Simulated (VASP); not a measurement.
# Ru (P6_3/mmc) in VASP: notebook

Runs on Ru. Level: PBEsol. Tasks: single point.

All numbers are computed with VASP 6.6.1; they aren't measurements. Logs are shortened: lines on timing, memory, paths and dates and some standing lists are left out, and cuts for length are marked.

## 1. The cell of the first run

It takes space group P6_3/mmc (No. 194, hexagonal). Conventional cell: a = 2.690 Å, b = 2.690 Å, c = 4.252 Å, α = 90.00°, β = 90.00°, γ = 120.00°. Within 3.5 Å of Ru (site symmetry -6m2) lie 12 Ru at 2.63 to 2.69 Å.

## 2. Single point, PBEsol

File INCAR:

```
SYSTEM = Ru
PREC     = Accurate       ! precision mode
ENCUT    = 520            ! plane-wave cutoff, eV
EDIFF    = 1E-6           ! SCF threshold, eV
ISMEAR   = 0              ! smearing method
SIGMA    = 0.1            ! smearing width, eV
LREAL    = .False.        ! projectors in reciprocal space
LASPH    = .True.         ! aspherical terms in the spheres
NELM     = 100            ! most SCF steps
ALGO     = Fast           ! electronic algorithm
ISIF     = 2              ! what is computed and relaxed
LWAVE    = .False.        ! write WAVECAR
LCHARG   = .False.        ! write CHGCAR
GGA      = PS             ! functional
NBANDS   = 21             ! bands
```

File KPOINTS:

```
regular mesh
0
Gamma
  15 15 8
  0 0 0
```

File POSCAR:

```
Ru
1.0
    2.6895240361      0.0000000000      0.0000000000
   -1.3447620181      2.3291961394      0.0000000000
    0.0000000000      0.0000000000      4.2519208167
Ru
2
Direct
    0.3333333333      0.6666666667      0.2500000000
    0.6666666667      0.3333333333      0.7500000000
```

Potentials or basis: VASP PAW PBE potentials, release 64 (Ru_pv).

Launch:

```
cat potpaw_PBE.64/Ru_pv/POTCAR > POTCAR
mpirun -np 1 vasp_std > vasp.out
```

OUTCAR:

```text
SYSTEM = Ru
   PREC = Accurate
   ENCUT = 520
   EDIFF = 1E-6
   ISMEAR = 0
   LREAL = .False.
   LASPH = .True.
   NELM = 100
   ISIF = 2
   GGA = PS

 ion  position               nearest neighbor table
   1  0.333  0.667  0.250-   2 2.63   2 2.63   2 2.63   2 2.63   2 2.63   2 2.63
   2  0.667  0.333  0.750-   1 2.63   1 2.63   1 2.63   1 2.63   1 2.63   1 2.63

  LATTYP: Found a hexagonal cell.
 ALAT       =     2.6895240361
 C/A-ratio  =     1.5809194339

  Lattice vectors:

 A1 = (   2.6895240361,   0.0000000000,   0.0000000000)
 A2 = (  -1.3447620181,   2.3291961394,   0.0000000000)
 A3 = (   0.0000000000,   0.0000000000,   4.2519208167)

Analysis of symmetry for initial positions (statically):
=====================================================================
 Subroutine PRICEL returns:
 Original cell was already a primitive cell.

 Routine SETGRP: Setting up the symmetry group for a
 hexagonal supercell.

 Subroutine GETGRP returns: Found 24 space group operations
 (whereof 12 operations were pure point group operations)
 out of a pool of 24 trial point group operations.

The static configuration has the point symmetry D_3d.
 The point group associated with its full space group is D_6h.

Analysis of symmetry for dynamics (positions and initial velocities):
=====================================================================
 Subroutine PRICEL returns:
 Original cell was already a primitive cell.

 Routine SETGRP: Setting up the symmetry group for a
 hexagonal supercell.

 Subroutine GETGRP returns: Found 24 space group operations
 (whereof 12 operations were pure point group operations)
 out of a pool of 24 trial point group operations.

The dynamic configuration has the point symmetry D_3d.
 The point group associated with its full space group is D_6h.

 Subroutine INISYM returns: Found 24 space group operations
 (whereof 12 operations are pure point group operations),
 and found     1 'primitive' translations

----------------------------------------------------------------------------------------

                                     Primitive cell

  volume of cell :      26.6359

  direct lattice vectors                    reciprocal lattice vectors
     2.689524036  0.000000000  0.000000000     0.371813000  0.214666336  0.000000000
    -1.344762018  2.329196139  0.000000000     0.000000000  0.429332671  0.000000000
     0.000000000  0.000000000  4.251920817     0.000000000  0.000000000  0.235187823

  length of vectors
     2.689524036  2.689524036  4.251920817     0.429332671  0.429332671  0.235187823

  position of ions in fractional coordinates (direct lattice)
     0.333333333  0.666666667  0.250000000
     0.666666667  0.333333333  0.750000000

  ion indices of the primitive-cell ions
   primitive index   ion index
                 1           1
                 2           2

----------------------------------------------------------------------------------------

 KPOINTS: regular mesh

Automatic generation of k-mesh.
 Grid dimensions read from file:
 generate k-points for:   15   15    8

 Generating k-lattice:

  Cartesian coordinates                     Fractional coordinates (reciprocal lattice)
     0.024787533  0.014311089  0.000000000     0.066666667  0.000000000  0.000000000
     0.000000000  0.028622178  0.000000000     0.000000000  0.066666667  0.000000000
     0.000000000  0.000000000  0.029398478     0.000000000  0.000000000  0.125000000

  Length of vectors
     0.028622178  0.028622178  0.029398478

  Shift w.r.t. Gamma in fractional coordinates (k-lattice)
     0.000000000  0.000000000  0.000000000

 Subroutine IBZKPT returns following result:
 ===========================================

 Found    135 irreducible k-points:

 Following reciprocal coordinates:
            Coordinates               Weight
  0.000000  0.000000  0.000000      1.000000
  0.066667 -0.000000  0.000000      6.000000
  0.133333 -0.000000  0.000000      6.000000
  0.200000  0.000000  0.000000      6.000000
  0.266667 -0.000000  0.000000      6.000000
  0.333333  0.000000  0.000000      6.000000
[... 16 lines left out ...]
  0.333333  0.200000  0.000000     12.000000
  0.400000  0.200000  0.000000      6.000000
 [... further k-points ...]
   k-points           NKPTS =    135   k-points in BZ     NKDIM =    135   number of bands    NBANDS=     21
   number of dos      NEDOS =    301   number of ions     NIONS =      2
   total plane-waves  NPLWV =  12800
   dimension x,y,z NGX =    20 NGY =   20 NGZ =   32
   dimension x,y,z NGXF=    40 NGYF=   40 NGZF=   64
   ions per type =               2
   NGX,Y,Z   is equivalent  to a cutoff of  12.36, 12.36, 12.51 a.u.
   NGXF,Y,Z  is equivalent  to a cutoff of  24.72, 24.72, 25.02 a.u.
 SYSTEM =  Ru
   PREC   = accura    normal or accurate (medium, high low for compatibility)
   ISTART =      0    job   : 0-new  1-cont  2-samecut
   ICHARG =      2    charge: 1-file 2-atom 10-const
   ISPIN  =      1    spin polarized calculation?
   LNONCOLLINEAR =      F non collinear calculations
   LSORBIT =      F    spin-orbit coupling
   LASPH  =      T    aspherical Exc in radial PAW
   ENCUT  =  520.0 eV  38.22 Ry    6.18 a.u.   5.00  5.00  7.91*2*pi/ulx,y,z
   NELM   =    100;   NELMIN=  2; NELMDL= -5     # of ELM steps
   EDIFF  = 0.1E-05   stopping-criterion for ELM
   LREAL  =      F    real-space projection
[... 7 lines left out ...]
   TEBEG  =    0.0;   TEEND  =   0.0 temperature during run
   PSTRESS=    0.0 pullay stress
   NELECT =      28.0000    total number of electrons
   NUPDOWN=      -1.0000    fix difference up-down
   EMIN   =  10.00;   EMAX   =-10.00  energy-range for DOS
   EFERMI =   0.00;   METHOD = LEGACY
   ISMEAR =     0;   SIGMA  =   0.10  broadening in eV -4-tet -1-fermi 0-gaus
   EFERMI_NEDOS =   21; number of points for ismear=-14 and -15
   IALGO  =     68    algorithm
   IMIX   =      4    mixing-type and parameters
     AMIX     =   0.40;   BMIX     =  1.00
     AMIX_MAG =   1.60;   BMIX_MAG =  1.00
  volume/ion in A,a.u.               =      13.32        89.87
  Fermi-wavevector in a.u.,A,eV,Ry     =   1.664582  3.145605 37.699491  2.770834
  Thomas-Fermi vector in A             =   2.751101
   LORBIT       =      0    0 simple, 1 ext, 2 COOP (PROOUT), +10 PAW based schemes
   GGA     = PS    functional components
   LHFCALC =     F    Hartree Fock is set to
   AEXX    =    0.0000 exact exchange contribution
   IVDW    =     0    specifies the selected vdW correction
   LEPSILON=     F    determine dielectric tensor
   LRPA    =     F    only Hartree local field effects (RPA)
 non-spin polarized calculation
 RMM-DIIS sequential band-by-band and
 Gauss-broadening in eV      SIGMA  =   0.10
  energy-cutoff  :      520.00
  volume of cell :       26.64
 maximum number of plane-waves:       735
 NGX is ok and might be reduce to    20
   NGX =  9   NGY =  9   NGZ = 15

 number of electron      27.9999997 magnetization

 Free energy of the ion-electron system (eV)
  ---------------------------------------------------
  ext. energy  EPLUGINS =         0.00000000
  ---------------------------------------------------
  free energy    TOTEN  =       -20.35075005 eV

  energy without entropy =      -20.34348698  energy(sigma->0) =      -20.34711851

 E-fermi :  13.0489     XC(G=0): -14.4003

 val. band max:       13.0451203901   @ k =   0.0000   0.0000   0.3750
 cond. band min:      13.0865739420   @ k =   0.2667  -0.0000   0.2500
 fundamental gap:      0.0414535520
 Fermi energy:        13.0489054551

 k-point     1 :       0.0000    0.0000    0.0000
  band No.  band energies     occupation
      1     -30.6232      2.00000
      2     -29.6250      2.00000
      3     -29.6250      2.00000
      4     -29.4425      2.00000
      5     -29.4425      2.00000
      6     -29.3952      2.00000
[... 13 lines left out ...]
     20      23.3108      0.00000
     21      23.6221      0.00000

 k-point     2 :       0.0667   -0.0000    0.0000
  band No.  band energies     occupation
      1     -30.6069      2.00000
      2     -29.6596      2.00000
      3     -29.6367      2.00000
      4     -29.4787      2.00000
      5     -29.4472      2.00000
      6     -29.4028      2.00000
[... 13 lines left out ...]
     20      23.3108      0.00000
     21      23.5994      0.00000

 k-point     3 :       0.1333   -0.0000    0.0000
  band No.  band energies     occupation
      1     -30.5596      2.00000
      2     -29.7576      2.00000
      3     -29.6691      2.00000
      4     -29.5797      2.00000
      5     -29.4610      2.00000
      6     -29.4255      2.00000
[... 13 lines left out ...]
     20      23.3107      0.00000
     21      23.5275      0.00000

 k-point     4 :       0.2000    0.0000    0.0000
  band No.  band energies     occupation
      1     -30.4852      2.00000
      2     -29.9021      2.00000
      3     -29.7247      2.00000
      4     -29.7152      2.00000
      5     -29.4827      2.00000
      6     -29.4634      2.00000
[... 13 lines left out ...]
     20      23.3106      0.00000
     21      23.4268      0.00000

 k-point     5 :       0.2667   -0.0000    0.0000
  band No.  band energies     occupation
      1     -30.3907      2.00000
      2     -30.0678      2.00000
      3     -29.8860      2.00000
      4     -29.7665      2.00000
      5     -29.5159      2.00000
      6     -29.5090      2.00000
[... 13 lines left out ...]
     20      23.3104      0.00000
     21      23.3607      0.00000
[... 382 lines left out ...]
     20      25.3308      0.00000
     21      25.7812      0.00000

 k-point    22 :       0.2667    0.2000    0.0000
  band No.  band energies     occupation
      1     -30.2450      2.00000
      2     -30.1585      2.00000
      3     -30.1509      2.00000
      4     -29.8958      2.00000
      5     -29.6996      2.00000
      6     -29.6681      2.00000
[... 13 lines left out ...]
     20      24.4122      0.00000
     21      24.8513      0.00000

 k-point    23 :       0.3333    0.2000    0.0000
  band No.  band energies     occupation
      1     -30.3181      2.00000
      2     -30.1516      2.00000
      3     -30.0674      2.00000
      4     -29.9750      2.00000
      5     -29.7388      2.00000
      6     -29.7372      2.00000
[... 13 lines left out ...]
     20      24.9245      0.00000
     21      26.2038      0.00000

 k-point    24 :       0.4000    0.2000    0.0000
  band No.  band energies     occupation
      1     -30.3434      2.00000
      2     -30.1420      2.00000
      3     -30.0231      2.00000
      4     -30.0136      2.00000
      5     -29.7758      2.00000
      6     -29.7500      2.00000
[... 13 lines left out ...]
     20      23.3238      0.00000
     21      25.4880      0.00000

 [... further k-points ...]

------------------------ aborting loop because EDIFF is reached ----------------------------------------

  FORCE on cell =-STRESS in cart. coord.  units (eV):
  Direction    XX          YY          ZZ          XY          YZ          ZX
  --------------------------------------------------------------------------------------
  -------------------------------------------------------------------------------------
  Total        0.0011805      0.0011805     -0.0252969     -0.0000000      0.0000000      0.0000000
  in kB        0.0710058      0.0710058     -1.5216399     -0.0000000      0.0000000      0.0000000
  external PRESSURE =      -0.4598761 kB  Pullay stress =       0.0000000 kB

 VOLUME and BASIS-vectors are now :
 -----------------------------------------------------------------------------
  energy-cutoff  :      520.00
  volume of cell :       26.64
      direct lattice vectors                 reciprocal lattice vectors
     2.689524036  0.000000000  0.000000000     0.371813000  0.214666336  0.000000000
    -1.344762018  2.329196139  0.000000000     0.000000000  0.429332671  0.000000000
     0.000000000  0.000000000  4.251920817     0.000000000  0.000000000  0.235187823

 POSITION                                       TOTAL-FORCE (eV/Angst)
 -----------------------------------------------------------------------------------
     -0.00000      1.55280      1.06298        -0.000000      0.000000      0.000000
      1.34476      0.77640      3.18894         0.000000     -0.000000      0.000000
 -----------------------------------------------------------------------------------
    total drift:                               -0.000000      0.000000     -0.000000

  FREE ENERGIE OF THE ION-ELECTRON SYSTEM (eV)
  ---------------------------------------------------
  free  energy   TOTEN  =       -20.3507500456 eV

  energy  without entropy=      -20.3434869794  energy(sigma->0) =      -20.34711851
```

It took 25 s on 1 thread of Intel Xeon 6975P-C (Granite Rapids), shared host; peak memory 0.17 GiB.

What came out:

```
Free energy            : -20.3508 eV
Pressure               : 0.0 GPa
Band gap on the k mesh : zero (band 14 reaches 14.68 eV, above the bottom of band 15 at 11.48 eV)
```

Stress tensor (GPa, compression positive):
```
 0.01  0.00  0.00
 0.00  0.01  0.00
 0.00  0.00 -0.15
```

Caveat: the PAW data sets were made with another functional, which shifts forces and pressure a little.

## 3. Single point, PBEsol

File INCAR:

```
SYSTEM = Ru
PREC = Accurate ; ENCUT = 520
EDIFF = 1E-6 ; ISMEAR = 0
SIGMA = 0.1 ; LREAL = .False.
LASPH = .True. ; NELM = 80
ALGO = Normal ; ISIF = 2
LWAVE = .False. ; LCHARG = .False.
GGA = PS ; NBANDS = 21
```

File KPOINTS:

```
Automatic mesh
0
Gamma
  18 18 10
  0 0 0
```

POSCAR is that of step 2.

Potentials or basis: VASP PAW PBE potentials, release 64 (Ru_pv).

Launch:

```
cat potpaw_PBE.64/Ru_pv/POTCAR > POTCAR
mpirun -np 1 vasp_std > vasp.out
```

Run time: 32 s. Hardware: 1 thread of Intel Xeon 6975P-C (Granite Rapids), shared host; peak memory 0.21 GiB.

Results (log left out):

| Item | Value |
| --- | --- |
| Free energy | -20.3451 eV |
| Pressure | 0.0 GPa |
| Band gap on the k mesh | zero (band 14 reaches 14.58 eV, above the bottom of band 15 at 11.36 eV) |

Levels at points of the mesh, in eV from the Fermi level:
```csv
k point,band 11,band 12,band 13,band 14,band 15,band 16,band 17,band 18
"(0.00, 0.00, 0.00)",-2.48,-1.97,-1.97,-1.43,-1.43,1.24,1.24,1.27
"(0.50, 0.00, 0.00)",-2.13,-1.86,-1.56,1.49,1.93,2.01,4.17,6.24
"(0.00, 0.00, 0.50)",-2.85,-2.85,-2.79,-2.79,0.58,0.58,0.58,0.58
"(0.50, 0.00, 0.50)",-1.09,-1.09,0.45,0.45,1.76,1.76,3.45,3.45
```

Caveat: the PAW data sets were made with another functional, which shifts forces and pressure a little.
